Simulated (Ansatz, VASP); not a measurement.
**Two plane-wave programs on Cs**

File INCAR:

```
SYSTEM = Cs
PREC = Accurate
ENCUT = 500
EDIFF = 1E-7
ISMEAR = 1
SIGMA = 0.15
LREAL = .FALSE.
LASPH = .TRUE.
NELM = 120
ALGO = Normal
ISIF = 3
LWAVE = .FALSE.
LCHARG = .FALSE.
GGA = B5
ALDAX = 1.0
AGGAX = 1.0
AGGAC = 1.0
ALDAC = 0.0
IVDW = 12
VDW_S6 = 1.0
VDW_S8 = 2.6996
VDW_A1 = 0.4298
VDW_A2 = 4.2359
IBRION = 2
NSW = 80
EDIFFG = -0.01
GGA_COMPAT = .FALSE.
NELMIN = 4
```

Contents of KPOINTS:

```
regular mesh
0
G
  7 7 7
  0 0 0
```

File POSCAR:

```
Cs
1.0
   -2.7500750000      2.7500750000      4.0972400000
    2.7500750000     -2.7500750000      4.0972400000
    2.7500750000      2.7500750000     -4.0972400000
Cs
1
Direct
    0.0000000000      0.0000000000      0.0000000000
```

Input for Ansatz:

```yaml
crystal:
  lattice:
    a: 5.50015
    b: 5.50015
    c: 8.19448
    alpha: 90.0
    beta: 90.0
    gamma: 90.0
  space_group: 139
  setting:
    hermann_mauguin: I4/mmm
  atoms:
    - { symbol: Cs, position: [0.0, 0.0, 0.0] }
  reduce_to_primitive: true
basis:
  ecutwfc: 470.0
kpoints:
  mp_grid:
    grid: [7, 7, 7]
hamiltonian:
  xc: blyp
  dispersion: d3bj
scf:
  occupations:
    method: methfessel_paxton
    width: 0.15
relax:
  cell: {}
```

Alike in both runs: task relaxation of cell and atoms; functional BLYP; dispersion D3(BJ); k mesh 7 × 7 × 7; occupations methfessel-paxton of order 1, width 0.15 eV; no spin polarisation.

|  | VASP | Ansatz |
| --- | --- | --- |
| version | VASP 6.6.1 | Ansatz 0.2.0 |
| potentials or method | VASP PAW PBE potentials, release 64 (Cs_sv), cutoff 500 eV | plane waves, PAW |
| valence electrons in the cell | 9 | 9 |

Ansatz gave:

* relaxed volume (Å³/atom): 104.74
* relaxed cell length with the largest relative difference (Å): 5.317

What did VASP give for the same quantities?

Relaxed volume (Å³/atom): 105.64; relaxed cell length with the largest relative difference (Å): 5.315.

VASP's potentials were made for PBE, not for BLYP.

Spin-orbit coupling is off throughout.
